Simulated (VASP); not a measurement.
# RbScPtC6N6: relaxation of cell and atoms with PBE

The system is RbScPtC6N6.

```
Rb Sc Pt C N
1.0
     0.00000    5.20700    5.20700
     5.20700    0.00000    5.20700
     5.20700    5.20700    0.00000
Rb Sc Pt C N
1 1 1 6 6
Direct
  0.75000 0.75000 0.75000
  0.50000 0.50000 0.50000
  0.00000 0.00000 0.00000
  0.81592 0.18408 0.18408
  0.18408 0.18408 0.81592
  0.81592 0.18408 0.81592
  0.18408 0.81592 0.81592
  0.81592 0.81592 0.18408
  0.18408 0.81592 0.18408
  0.70357 0.29643 0.29643
  0.29643 0.29643 0.70357
  0.70357 0.29643 0.70357
  0.29643 0.70357 0.70357
  0.70357 0.70357 0.29643
  0.29643 0.70357 0.29643
```

```yaml
Program: VASP 6.6.1
Task: relaxation of cell and atoms
Functional: PBE
Potentials_or_basis: VASP PAW PBE potentials, release 64 (Rb_sv, Sc_sv, Pt, C, N)
Cutoff: 600 eV
k_mesh: 4 × 4 × 4
Occupations: gaussian, width 0.1 eV
Spin: no spin polarisation
Dipole_correction: no
Further_INCAR_settings: LREAL = Auto; ALGO = Normal; EDIFF = 1e-06; IBRION = 2; EDIFFG = -0.04; NSW = 90; ISIF = 3
```

```json
{
 "Relaxed volume": "21.70 Å³/atom",
 "Relaxed cell": "a = 7.721 Å, b = 7.721 Å, c = 7.721 Å, α = 60.00°, β = 60.00°, γ = 60.00°",
 "Space group after relaxing (to 0.1 Å)": "F-43m (No. 216)",
 "Energy gained by relaxing": "68.2 meV/atom",
 "Ionic steps": "8",
 "Pressure after relaxing": "0.2 GPa",
 "Largest force after relaxing": "0.028 eV/Å",
 "Band gap on the k mesh": "zero (bands 42 and 43 overlap by 0.03 eV)"
}
```

Forces in eV/Å, atoms in the order of the input:
```
Rb   0.000  0.000  0.000
Sc   0.000  0.000  0.000
Pt   0.000  0.000  0.000
C   -0.028  0.000  0.000
C    0.000  0.000 -0.028
C    0.000  0.028  0.000
C    0.028  0.000  0.000
C    0.000  0.000  0.028
C    0.000 -0.028  0.000
N   -0.012  0.000  0.000
N    0.000  0.000 -0.012
N    0.000  0.012  0.000
N    0.012  0.000  0.000
N    0.000  0.000  0.012
N    0.000 -0.012  0.000
```

Step by step:
| step | energy change (eV) | largest force (eV/Å) | pressure (GPa) | volume (Å³) |
| --- | --- | --- | --- | --- |
| 1 | 0.0000 | 1.2465 | 9.84 | 282.35 |
| 2 | -0.9906 | 1.0089 | -1.33 | 332.27 |
| 3 | -1.0013 | 0.6141 | -0.07 | 319.90 |
| 4 | -1.0047 | 0.7359 | -0.44 | 323.45 |
| 5 | 0.1708 | 7.4210 | 8.17 | 324.85 |
| 6 | -1.0186 | 0.0675 | 0.38 | 323.59 |
| 7 | -1.0186 | 0.0549 | 0.36 | 323.59 |
| 8 | -1.0223 | 0.0278 | 0.19 | 325.46 |

Final structure:
```cif
data_structure
_symmetry_space_group_name_H-M 'P 1'
_symmetry_Int_Tables_number 1
_cell_length_a 7.7209
_cell_length_b 7.7209
_cell_length_c 7.7209
_cell_angle_alpha 60.000
_cell_angle_beta 60.000
_cell_angle_gamma 60.000
_cell_volume 325.46
loop_
_atom_site_label
_atom_site_type_symbol
_atom_site_fract_x
_atom_site_fract_y
_atom_site_fract_z
_atom_site_occupancy
Rb1 Rb 0.75000 0.75000 0.75000 1
Sc1 Sc 0.50000 0.50000 0.50000 1
Pt1 Pt 0.00000 0.00000 0.00000 1
C1 C 0.81082 0.18918 0.18918 1
C2 C 0.18918 0.18918 0.81082 1
C3 C 0.81082 0.18918 0.81082 1
C4 C 0.18918 0.81082 0.81082 1
C5 C 0.81082 0.81082 0.18918 1
C6 C 0.18918 0.81082 0.18918 1
N1 N 0.70301 0.29699 0.29699 1
N2 N 0.29699 0.29699 0.70301 1
N3 N 0.70301 0.29699 0.70301 1
N4 N 0.29699 0.70301 0.70301 1
N5 N 0.70301 0.70301 0.29699 1
N6 N 0.29699 0.70301 0.29699 1
```

Levels at points of the mesh, in eV from the Fermi level:
```
           k point  band 39  band 40  band 41  band 42  band 43  band 44
(0.00, 0.00, 0.00)    -5.82    -5.82    -5.82     0.02     0.02     0.08
(0.50, 0.00, 0.00)    -5.49    -5.44    -5.44    -0.15     0.01     0.01
(0.50, 0.50, 0.00)    -5.68    -5.25    -5.25     0.01     0.08     0.11
```

Run time: 21 min on 1 thread of Intel(R) Xeon(R) 6975P-C (Granite Rapids), with other jobs on the host, peak memory 0.62 GiB.

Caveat: the volume moved by over 15 % at a fixed basis, so the end points are rough; spin-orbit coupling is left out, which moves the levels of the heavy elements.
